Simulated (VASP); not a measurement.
Input of a VASP 6.6.1 run:

Contents of INCAR:

```
ALGO     = Normal         # electronic algorithm
EDIFF    = 1E-6           # SCF threshold, eV
ENCUT    = 400            # plane-wave cutoff, eV
GGA      = PE             # functional
GGA_COMPAT= False        
ISIF     = 2              # what is computed and relaxed
ISMEAR   = 0              # smearing method
LASPH    = True           # aspherical terms in the spheres
LCHARG   = False          # write CHGCAR
LREAL    = Auto         
LWAVE    = False          # write WAVECAR
NBANDS   = 138            # bands
NELM     = 120            # most SCF steps
PREC     = Accurate       # precision mode
SIGMA    = 0.02           # smearing width, eV
```

Contents of KPOINTS:

```
k-points
0
Gamma
  2 2 2
```

Contents of POSCAR:

```
Si
1.0
    8.2051406440      0.0000000000      8.2051406440
    8.2051406440      8.2051406440      0.0000000000
    0.0000000000      8.2051406440      8.2051406440
Si
53
Direct
    0.2083332967      0.2083332967      0.2083332967
    0.2476282965      0.5787719195      0.2476282965
    0.2503958298      0.9335574285      0.2503957079
    0.5787719195      0.2476281746      0.2476282965
    0.5810050926      0.5810050926      0.2499590914
    0.5837453260      0.9165231684      0.2492127300
    0.9335575504      0.2503958298      0.2503957079
    0.9165231684      0.5837453260      0.2492127300
    0.9190461599      0.9190461599      0.2501771864
    0.2476282965      0.2476282965      0.5787719195
    0.2499590304      0.5810051536      0.5810051536
    0.2492127300      0.9165232902      0.5837452041
    0.5810051536      0.2499590304      0.5810051536
    0.5829617319      0.5829617319      0.5829618537
    0.5831375972      0.9162078173      0.5831375972
    0.9165232902      0.2492127300      0.5837452041
    0.9162078173      0.5831375972      0.5831375972
    0.9170153598      0.9170153598      0.5836640964
    0.2503958298      0.2503957079      0.9335574285
    0.2492127300      0.5837452041      0.9165232902
    0.2501772473      0.9190460989      0.9190460989
    0.5837452650      0.2492126691      0.9165232293
    0.5831375363      0.5831375363      0.9162078782
    0.5836641574      0.9170152989      0.9170152989
    0.9190460989      0.2501772473      0.9190460989
    0.9170153598      0.5836640964      0.9170153598
    0.9171368081      0.9171368081      0.9171366862
    0.1662708854      0.4831092082      0.1662710073
    0.1690384187      0.8378947173      0.1690384187
    0.4831091473      0.1662709464      0.1662709464
    0.4976205378      0.4976205378      0.1664894679
    0.5001435293      0.8329213717      0.1674539243
    0.8378947782      0.1690384797      0.1690383578
    0.8329213107      0.5001434684      0.1674539852
    0.8356615441      0.8356615441      0.1667076238
    0.1662709464      0.1662709464      0.4831092692
    0.1664894679      0.4976205378      0.4976205378
    0.1674539243      0.8329214936      0.5001434074
    0.4976205378      0.1664894679      0.4976205378
    0.4995298896      0.4995298896      0.4995298896
    0.4996513988      0.8330025403      0.4996512769
    0.8329213717      0.1674539243      0.5001434074
    0.8330025403      0.4996513988      0.4996512769
    0.8335291004      0.8335291004      0.5004588804
    0.1690383578      0.1690383578      0.8378947782
    0.1674538633      0.5001434684      0.8329214326
    0.1667076238      0.8356615441      0.8356615441
    0.5001434684      0.1674538633      0.8329214326
    0.4996513988      0.4996512769      0.8330025403
    0.5004588804      0.8335291004      0.8335291004
    0.8356615441      0.1667076238      0.8356615441
    0.8335291004      0.5004588804      0.8335291004
    0.8337049049      0.8337049049      0.8337049049
```

Potentials or basis: VASP PAW PBE potentials, release 64 (Si).

Launch:

```console
$ cat potpaw_PBE.64/Si/POTCAR > POTCAR
$ mpirun -np 1 vasp_std > vasp.out
```

(1) Estimate the band gap on the k mesh.

(2) Estimate the largest force.

Results:

(1) zero (bands 106 and 107 overlap by 0.39 eV).

(2) 0.008 eV/Å.
